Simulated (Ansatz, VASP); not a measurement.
# One calculation of Ge, two programs

The input INCAR:

```
SYSTEM = Ge
PREC = Accurate
ENCUT = 520
EDIFF = 1E-7
ISMEAR = 0
SIGMA = 0.15
LREAL = .False.
LASPH = .True.
NELM = 60
ALGO = Normal
ISIF = 2
LWAVE = .False.
LCHARG = .False.
GGA = PE
NBANDS = 21
```

Contents of KPOINTS:

```
Automatic mesh
0
Gamma
  18 18 18
  0 0 0
```

POSCAR

```
Ge
1.0
    0.0000000000      2.8805347709      2.8805347709
    2.8805347709      0.0000000000      2.8805347709
    2.8805347709      2.8805347709      0.0000000000
Ge
2
Direct
    0.4956605280      0.5043394720      0.5043394720
    0.7543394720      0.7456605280      0.7456605280
```

Input for Ansatz:

```yaml
crystal:
  lattice:
    - [0.0, 2.8805347709, 2.8805347709]
    - [2.8805347709, 0.0, 2.8805347709]
    - [2.8805347709, 2.8805347709, 0.0]
  atoms:
    - { symbol: Ge, position: [0.495660528, 0.504339472, 0.504339472] }
    - { symbol: Ge, position: [0.754339472, 0.745660528, 0.745660528] }
basis:
  ecutwfc: 420
kpoints:
  mp_grid: { grid: [18, 18, 18] }
hamiltonian:
  xc: pbe
scf:
  occupations: { method: gaussian, width: 0.15 }
output:
  forces: true
  stress: true
  eigenvalues: true
```

Change from the starting cell: mode 4 (273.8 1/cm) frozen in, largest displacement +0.025 Å.

Alike in both runs: task single point; functional PBE; k mesh 18 × 18 × 18; occupations gaussian, width 0.15 eV; no spin polarisation.

```csv
,VASP,Ansatz
version,VASP 6.6.1,Ansatz 0.2.0
potentials or method,"VASP PAW PBE potentials, release 64 (Ge_d), cutoff 520 eV","scalar-relativistic, plane waves, PAW"
valence electrons in the cell,28,28
```

Ansatz gave:

```
gap on the k mesh at the Fermi level (eV)                     : none
pressure (GPa)                                                : 0.1
traceless stress, the component that is largest in VASP (GPa) : 1.25
rms of the force components (eV/Å)                            : 0.290
```

Problem. What did VASP give for the same quantities?

Solution. gap on the k mesh at the Fermi level (eV): none; pressure (GPa): 0.0; traceless stress, the component that is largest in VASP (GPa): 1.24; rms of the force components (eV/Å): 0.289.

Atom by atom the forces differ by 0.001 eV/Å (rms over components). A gap of «none» marks a metal or a gap that the smearing closes.
